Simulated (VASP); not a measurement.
# Bi (Fmmm) in VASP: single point with PBEsol

Aim: the single point of Bi with PBEsol.

Program: VASP 6.6.1. These are calculated values, not measurements. Logs are shortened: lines on timing, memory, paths and dates and some standing lists are left out, and cuts for length are marked.

### 1 The cell of the first run

The structure is orthorhombic, space group Fmmm (No. 69). The conventional cell has a = 4.460 Å, b = 5.237 Å, c = 14.779 Å, α = 90.00°, β = 90.00°, γ = 90.00°. Within 4.5 Å of Bi (site symmetry mmm) lie 6 Bi at 3.44 to 4.46 Å.

### 2 Single point, PBEsol

Input file INCAR:

```
SYSTEM = Bi
ALGO = Normal
EDIFF = 1E-6
ENCUT = 520
GGA = PS
ISIF = 2
ISMEAR = -1
LASPH = .TRUE.
LCHARG = .FALSE.
LREAL = .FALSE.
LWAVE = .FALSE.
NBANDS = 14
NELM = 60
PREC = Accurate
SIGMA = 0.1
```

Input file KPOINTS:

```
k-points
0
G
  9 9 9
  0 0 0
```

Input file POSCAR:

```
Bi
1.0
    0.0000000000      2.6184700000      7.3897100000
    2.2301200000      0.0000000000      7.3897100000
    2.2301200000      2.6184700000      0.0000000000
Bi
1
Direct
    0.0000000000      0.0000000000      0.0000000000
```

Potentials or basis: VASP PAW PBE potentials, release 64 (Bi_d).

On the command line:

```console
cat potpaw_PBE.64/Bi_d/POTCAR > POTCAR
mpirun -np 1 vasp_std > vasp.out
```

OUTCAR:

```text
SYSTEM = Bi
   EDIFF = 1E-6
   ENCUT = 520
   GGA = PS
   ISIF = 2
   ISMEAR = -1
   LASPH = .TRUE.
   LREAL = .FALSE.
   NELM = 60
   PREC = Accurate

 ion  position               nearest neighbor table
   1  0.000  0.000  0.000-

  LATTYP: Found a face centered orthorhombic cell.
 ALAT       =     4.4602400000
 B/A-ratio  =     1.1741386114
 C/A-ratio  =     3.3135929905

  Lattice vectors:

 A1 = (   0.0000000000,   2.6184700000,   7.3897100000)
 A2 = (   2.2301200000,   0.0000000000,   7.3897100000)
 A3 = (   2.2301200000,   2.6184700000,   0.0000000000)

Analysis of symmetry for initial positions (statically):
=====================================================================
 Subroutine PRICEL returns:
 Original cell was already a primitive cell.

 Routine SETGRP: Setting up the symmetry group for a
 face centered orthorhombic supercell.

 Subroutine GETGRP returns: Found  8 space group operations
 (whereof  8 operations were pure point group operations)
 out of a pool of  8 trial point group operations.

The static configuration has the point symmetry D_2h.

Analysis of symmetry for dynamics (positions and initial velocities):
=====================================================================
 Subroutine PRICEL returns:
 Original cell was already a primitive cell.

 Routine SETGRP: Setting up the symmetry group for a
 face centered orthorhombic supercell.

 Subroutine GETGRP returns: Found  8 space group operations
 (whereof  8 operations were pure point group operations)
 out of a pool of  8 trial point group operations.

The dynamic configuration has the point symmetry D_2h.

 Subroutine INISYM returns: Found  8 space group operations
 (whereof  8 operations are pure point group operations),
 and found     1 'primitive' translations

----------------------------------------------------------------------------------------

                                     Primitive cell

  volume of cell :      86.3045

  direct lattice vectors                    reciprocal lattice vectors
     0.000000000  2.618470000  7.389710000    -0.224203182  0.190951204  0.067661654
     2.230120000  0.000000000  7.389710000     0.224203182 -0.190951204  0.067661654
     2.230120000  2.618470000  0.000000000     0.224203182  0.190951204 -0.067661654

  length of vectors
     7.839910652  7.718889110  3.439450589     0.302171356  0.302171356  0.302171356

  position of ions in fractional coordinates (direct lattice)
     0.000000000  0.000000000  0.000000000

  ion indices of the primitive-cell ions
   primitive index   ion index
                 1           1

----------------------------------------------------------------------------------------

 KPOINTS: k-points

Automatic generation of k-mesh.
 Grid dimensions read from file:
 generate k-points for:    9    9    9

 Generating k-lattice:

  Cartesian coordinates                     Fractional coordinates (reciprocal lattice)
    -0.024911465  0.021216800  0.007517962     0.111111111  0.000000000  0.000000000
     0.024911465 -0.021216800  0.007517962     0.000000000  0.111111111  0.000000000
     0.024911465  0.021216800 -0.007517962     0.000000000  0.000000000  0.111111111

  Length of vectors
     0.033574595  0.033574595  0.033574595

  Shift w.r.t. Gamma in fractional coordinates (k-lattice)
     0.000000000  0.000000000  0.000000000

 Subroutine IBZKPT returns following result:
 ===========================================

 Found    125 irreducible k-points:

 Following reciprocal coordinates:
            Coordinates               Weight
  0.000000  0.000000  0.000000      1.000000
  0.111111 -0.000000 -0.000000      8.000000
  0.222222 -0.000000  0.000000      8.000000
  0.333333  0.000000  0.000000      8.000000
  0.444444 -0.000000  0.000000      8.000000
  0.111111  0.111111  0.000000      2.000000
[... 16 lines left out ...]
 -0.333333  0.333333  0.000000      4.000000
  0.444444  0.444444  0.000000      2.000000
 [... further k-points ...]
   k-points           NKPTS =    125   k-points in BZ     NKDIM =    125   number of bands    NBANDS=     14
   number of dos      NEDOS =    301   number of ions     NIONS =      1
   total plane-waves  NPLWV = 100800
   dimension x,y,z NGX =    60 NGY =   60 NGZ =   28
   dimension x,y,z NGXF=   120 NGYF=  120 NGZF=   56
   ions per type =               1
   NGX,Y,Z   is equivalent  to a cutoff of  12.72, 12.92, 13.53 a.u.
   NGXF,Y,Z  is equivalent  to a cutoff of  25.45, 25.85, 27.07 a.u.
 SYSTEM =  Bi
   PREC   = accura    normal or accurate (medium, high low for compatibility)
   ISTART =      0    job   : 0-new  1-cont  2-samecut
   ICHARG =      2    charge: 1-file 2-atom 10-const
   ISPIN  =      1    spin polarized calculation?
   LNONCOLLINEAR =      F non collinear calculations
   LSORBIT =      F    spin-orbit coupling
   LASPH  =      T    aspherical Exc in radial PAW
   ENCUT  =  520.0 eV  38.22 Ry    6.18 a.u.  14.58 14.35  6.40*2*pi/ulx,y,z
   NELM   =     60;   NELMIN=  2; NELMDL= -5     # of ELM steps
   EDIFF  = 0.1E-05   stopping-criterion for ELM
   LREAL  =      F    real-space projection
   EDIFFG = 0.1E-04   stopping-criterion for IOM
   NSW    =      0    number of steps for IOM
   IBRION =     -1    ionic relax: 0-MD 1-quasi-New 2-CG
   NFREE  =      0    steps in history (QN), initial steepest desc. (CG)
   ISIF   =      2    stress and relaxation
   ISYM   =      2    0-nonsym 1-usesym 2-fastsym
   POTIM  = 0.5000    time-step for ionic-motion
   TEBEG  =    0.0;   TEEND  =   0.0 temperature during run
   PSTRESS=    0.0 pullay stress
   NELECT =      15.0000    total number of electrons
   NUPDOWN=      -1.0000    fix difference up-down
   EMIN   =  10.00;   EMAX   =-10.00  energy-range for DOS
   EFERMI =   0.00;   METHOD = LEGACY
   ISMEAR =    -1;   SIGMA  =   0.10  broadening in eV -4-tet -1-fermi 0-gaus
   EFERMI_NEDOS =   21; number of points for ismear=-14 and -15
   IALGO  =     38    algorithm
   IMIX   =      4    mixing-type and parameters
     AMIX     =   0.40;   BMIX     =  1.00
     AMIX_MAG =   1.60;   BMIX_MAG =  1.00
  volume/ion in A,a.u.               =      86.30       582.41
  Fermi-wavevector in a.u.,A,eV,Ry     =   0.913610  1.726473 11.356555  0.834683
  Thomas-Fermi vector in A             =   2.038141
   LORBIT       =      0    0 simple, 1 ext, 2 COOP (PROOUT), +10 PAW based schemes
   GGA     = PS    functional components
   LHFCALC =     F    Hartree Fock is set to
   AEXX    =    0.0000 exact exchange contribution
   IVDW    =     0    specifies the selected vdW correction
   LEPSILON=     F    determine dielectric tensor
   LRPA    =     F    only Hartree local field effects (RPA)
 non-spin polarized calculation
  energy-cutoff  :      520.00
  volume of cell :       86.30
 maximum number of plane-waves:      2367
   NGX = 29   NGY = 29   NGZ = 13

 number of electron      15.0000001 magnetization

 Free energy of the ion-electron system (eV)
  ---------------------------------------------------
  ext. energy  EPLUGINS =         0.00000000
  ---------------------------------------------------
  free energy    TOTEN  =        -3.30200614 eV

  energy without entropy =       -3.24993525  energy(sigma->0) =       -3.27597070

 E-fermi :  -0.3402     XC(G=0):  -5.4793

 val. band max:       -0.3504125010   @ k =  -0.4444   0.3333   0.0000
 cond. band min:      -0.3161317550   @ k =  -0.3333   0.2222  -0.0000
 fundamental gap:      0.0342807460
 Fermi energy:        -0.3402202082

 k-point     1 :       0.0000    0.0000    0.0000
  band No.  band energies     occupation
      1     -22.9510      2.00000
      2     -22.9204      2.00000
      3     -22.8363      2.00000
      4     -22.8217      2.00000
      5     -22.7779      2.00000
      6     -11.7200      2.00000
      7      -1.9180      2.00000
      8       2.8030      0.00000
      9       3.1144      0.00000
     10       3.7021      0.00000
     11       7.2774      0.00000
     12       8.1511      0.00000
     13       8.4738      0.00000
     14       9.6745      0.00000

 k-point     2 :       0.1111   -0.0000   -0.0000
  band No.  band energies     occupation
      1     -22.9403      2.00000
      2     -22.9117      2.00000
      3     -22.8401      2.00000
      4     -22.8235      2.00000
      5     -22.7823      2.00000
      6     -11.5974      2.00000
      7      -1.7759      2.00000
      8       1.8251      0.00000
      9       3.0741      0.00000
     10       3.5412      0.00000
     11       7.7938      0.00000
     12       8.0896      0.00000
     13       9.6492      0.00000
     14       9.9158      0.00000

 k-point     3 :       0.2222   -0.0000    0.0000
  band No.  band energies     occupation
      1     -22.9320      2.00000
      2     -22.8713      2.00000
      3     -22.8532      2.00000
      4     -22.8247      2.00000
      5     -22.7933      2.00000
      6     -11.2511      2.00000
      7      -1.3727      1.99993
      8      -0.3536      1.06703
      9       3.5739      0.00000
     10       3.7540      0.00000
     11       7.1388      0.00000
     12       8.3962      0.00000
     13       8.8945      0.00000
     14      10.8962      0.00000
[... 324 lines left out ...]
 k-point    23 :      -0.3333    0.3333    0.0000
  band No.  band energies     occupation
      1     -22.9302      2.00000
      2     -22.8698      2.00000
      3     -22.8244      2.00000
      4     -22.8202      2.00000
      5     -22.8029      2.00000
      6     -10.7692      2.00000
      7      -2.2241      2.00000
      8      -0.8480      1.98761
      9       3.9972      0.00000
     10       5.1140      0.00000
     11       6.0146      0.00000
     12       7.0087      0.00000
     13       8.6066      0.00000
     14       9.0704      0.00000

 k-point    24 :       0.4444    0.4444    0.0000
  band No.  band energies     occupation
      1     -22.9510      2.00000
      2     -22.9204      2.00000
      3     -22.8363      2.00000
      4     -22.8217      2.00000
      5     -22.7779      2.00000
      6     -11.7193      2.00000
      7      -2.0028      2.00000
      8       3.1132      0.00000
      9       3.7008      0.00000
     10       4.1760      0.00000
     11       4.8678      0.00000
     12       7.5030      0.00000
     13       8.4628      0.00000
     14      11.5329      0.00000

 [... further k-points ...]

------------------------ aborting loop because EDIFF is reached ----------------------------------------

  FORCE on cell =-STRESS in cart. coord.  units (eV):
  Direction    XX          YY          ZZ          XY          YZ          ZX
  --------------------------------------------------------------------------------------
  -------------------------------------------------------------------------------------
  Total       -2.2675421     -3.1871490     -0.0345754     -0.0000000      0.0000000      0.0000000
  in kB      -42.0952125    -59.1670229     -0.6418655     -0.0000000      0.0000000      0.0000000
  external PRESSURE =     -33.9680336 kB  Pullay stress =       0.0000000 kB

 VOLUME and BASIS-vectors are now :
 -----------------------------------------------------------------------------
  energy-cutoff  :      520.00
  volume of cell :       86.30
      direct lattice vectors                 reciprocal lattice vectors
     0.000000000  2.618470000  7.389710000    -0.224203182  0.190951204  0.067661654
     2.230120000  0.000000000  7.389710000     0.224203182 -0.190951204  0.067661654
     2.230120000  2.618470000  0.000000000     0.224203182  0.190951204 -0.067661654

 POSITION                                       TOTAL-FORCE (eV/Angst)
 -----------------------------------------------------------------------------------
      0.00000      0.00000      0.00000         0.000000      0.000000      0.000000
 -----------------------------------------------------------------------------------
    total drift:                               -0.000000     -0.000000      0.000000

  FREE ENERGIE OF THE ION-ELECTRON SYSTEM (eV)
  ---------------------------------------------------
  free  energy   TOTEN  =        -3.3020061424 eV

  energy  without entropy=       -3.2499352503  energy(sigma->0) =       -3.27597070
```

Wall time 2.8 min (1 thread of Intel Xeon Platinum 8488C (Sapphire Rapids), shared host); peak memory 0.37 GiB.

Results:

```yaml
Free_energy: -3.3020 eV
Pressure: -3.4 GPa
Band_gap_on_the_k_mesh: zero (an odd number of electrons rules out a gap without spin polarisation)
```

Stress tensor (GPa, compression positive):
```
-4.21  0.00  0.00
 0.00 -5.92  0.00
 0.00  0.00 -0.06
```

Caveat: the cell stands under tension; the PAW data sets were made with another functional, which shifts forces and pressure a little; spin-orbit coupling is left out, which moves the levels of the heavy elements.
